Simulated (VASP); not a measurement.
Os: single point with BLYP+D4

Os:

```
Os
1.0
     2.78772    0.00000    0.00000
    -1.39386    2.41424    0.00000
     0.00000    0.00000    4.40442
Os
2
Direct
  0.66667 0.33333 0.75000
  0.33333 0.66667 0.25000
```

```json
{
  "Program": "VASP 6.6.1",
  "Task": "single point",
  "Functional": "BLYP",
  "Dispersion": "D4",
  "Potentials or basis": "VASP PAW PBE potentials, release 64 (Os)",
  "Cutoff": "520 eV",
  "k mesh": "11 × 11 × 6",
  "Occupations": "fermi-dirac, width 0.05 eV",
  "Spin": "no spin polarisation"
}
```

```yaml
Pressure: -8.9 GPa
Band_gap_on_the_k_mesh: zero (band 8 reaches 11.09 eV, above the bottom of band 9 at 7.54 eV)
Dispersion_energy_per_atom: -1.263 eV
```

Stress tensor (GPa, compression positive):
```
-8.50  0.00  0.00
 0.00 -8.50  0.00
 0.00  0.00 -9.54
```

Levels at points of the mesh, in eV from the Fermi level:
| k point | band 4 | band 5 | band 6 | band 7 | band 8 | band 9 | band 10 | band 11 | band 12 | band 13 |
| --- | --- | --- | --- | --- | --- | --- | --- | --- | --- | --- |
| (0.00, 0.00, 0.00) | -2.76 | -2.55 | -2.01 | -2.01 | -1.42 | -1.42 | 0.40 | 1.58 | 1.58 | 8.49 |
| (0.00, 0.00, 0.50) | -3.21 | -2.95 | -2.95 | -2.95 | -2.95 | 0.82 | 0.82 | 0.82 | 0.82 | 14.09 |

It took 35 s on 1 thread of Intel(R) Xeon(R) Platinum 8259CL CPU @ 2.50GHz (Skylake/Cascade Lake), on a shared host, peak memory 0.16 GiB.

Caveat: the PAW data sets were made with another functional, which shifts forces and pressure a little; spin-orbit coupling is left out, which moves the levels of the heavy elements; pairwise dispersion overbinds metals, which lowers pressure and volume.
